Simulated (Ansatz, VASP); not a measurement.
## SiO2 in VASP and in Ansatz

The input INCAR:

```
PREC     = Accurate       # precision mode
ENCUT    = 520            # plane-wave cutoff, eV
EDIFF    = 1E-7           # SCF threshold, eV
ISMEAR   = 0              # smearing method
SIGMA    = 0.05           # smearing width, eV
LREAL    = False          # projectors in reciprocal space
LASPH    = True           # aspherical terms in the spheres
NELM     = 80             # most SCF steps
ALGO     = Normal         # electronic algorithm
ISIF     = 2              # what is computed and relaxed
LWAVE    = False          # write WAVECAR
LCHARG   = False          # write CHGCAR
GGA      = CA             # functional
NBANDS   = 34             # bands
```

Contents of KPOINTS:

```
Automatic mesh
0
Gamma
  6 6 4
```

Contents of POSCAR:

```
SiO2
1.0
    5.1898593420      0.0000000000      0.0000000000
   -2.5949296710      4.4945500322      0.0000000000
    0.0000000000      0.0000000000      5.5248549937
Si O
3 6
Direct
    0.0000000000      0.5000000000      0.3333333333
    0.5000000000      0.5000000000      0.6666666667
    0.5000000000      0.0000000000      0.0000000000
    0.5843949021      0.7921974511      0.8333333333
    0.7921974511      0.5843949021      0.5000000000
    0.7921974511      0.2078025489      0.1666666667
    0.4156050979      0.2078025489      0.8333333333
    0.2078025489      0.4156050979      0.5000000000
    0.2078025489      0.7921974511      0.1666666667
```

Input for Ansatz:

```yaml
crystal:
  lattice:
    - [5.189859342, 0.0, 0.0]
    - [-2.594929671, 4.4945500322, 0.0]
    - [0.0, 0.0, 5.5248549937]
  atoms:
    - { symbol: Si, position: [0.0, 0.5, 0.3333333333] }
    - { symbol: Si, position: [0.5, 0.5, 0.6666666667] }
    - { symbol: Si, position: [0.5, 0.0, 0.0] }
    - { symbol: O, position: [0.5843949021, 0.7921974511, 0.8333333333] }
    - { symbol: O, position: [0.7921974511, 0.5843949021, 0.5] }
    - { symbol: O, position: [0.7921974511, 0.2078025489, 0.1666666667] }
    - { symbol: O, position: [0.4156050979, 0.2078025489, 0.8333333333] }
    - { symbol: O, position: [0.2078025489, 0.4156050979, 0.5] }
    - { symbol: O, position: [0.2078025489, 0.7921974511, 0.1666666667] }
basis:
  ecutwfc: 420
kpoints:
  mp_grid: { grid: [6, 6, 4] }
hamiltonian:
  xc: lda
scf:
  occupations: { method: gaussian, width: 0.05 }
output:
  forces: true
  stress: true
  eigenvalues: true
```

Change from the starting cell: strain +0.030 along x and y, +0.000 along z, atoms carried along.

Alike in both runs: task single point; functional LDA; k mesh 6 × 6 × 4; occupations gaussian, width 0.05 eV; no spin polarisation.

```csv
,VASP,Ansatz
version,VASP 6.6.1,Ansatz 0.2.0
potentials or method,"VASP PAW LDA potentials, release 64 (Si, O), cutoff 520 eV","scalar-relativistic, plane waves, PAW"
valence electrons in the cell,48,48
```

|  | VASP | Ansatz | Ansatz less VASP |
| --- | --- | --- | --- |
| gap on the k mesh at the Fermi level (eV) | 5.16 | 5.16 | +0.002 |
| least direct gap on the mesh (eV) | 5.40 | 5.40 | -0.002 |
| pressure (GPa) | -9.4 | -9.9 | -0.48 |
| traceless stress, the component that is largest in VASP (GPa) | 1.48 | 1.46 | -0.016 |
| rms of the force components (eV/Å) | 0.216 | 0.218 | +0.0023 |

LDA's correlation is that of Perdew and Zunger in VASP and of Perdew and Wang (1992) in Ansatz. Atom by atom the forces differ by 0.002 eV/Å (rms over components).
